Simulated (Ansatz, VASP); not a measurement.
One calculation of Os, two programs

```
Os
1.0
     2.68080    0.00000    0.00000
    -1.34040    2.32164    0.00000
     0.00000    0.00000    4.22656
Os
2
Cartesian
  0.0000 1.5478 1.0566
  1.3404 0.7739 3.1699
```

Alike in both runs: task single point; functional LDA; k mesh 22 × 22 × 12; occupations fermi-dirac, width 0.1 eV; no spin polarisation.

|  | VASP | Ansatz |
| --- | --- | --- |
| version | VASP 6.6.1 | Ansatz 0.2.0 |
| potentials or method | VASP PAW LDA potentials, release 64 (Os), cutoff 520 eV | plane waves (420 eV) with PAW, scalar-relativistic |
| valence electrons in the cell | 16 | 32 |

```tsv
	VASP	Ansatz	Ansatz less VASP
pressure (GPa)	21.8	20.2	-1.53
traceless stress, the component that is largest in VASP (GPa)	1.57	1.67	+0.099
```

Ansatz warns that its potentials were made for another functional, while VASP's fit it. LDA's correlation is that of Perdew and Zunger in VASP and of Perdew and Wang (1992) in Ansatz. VASP's potentials hold 16 valence electrons a cell and Ansatz's 32, so a difference there can come from the potentials and not from the codes.

Spin-orbit coupling is off throughout.
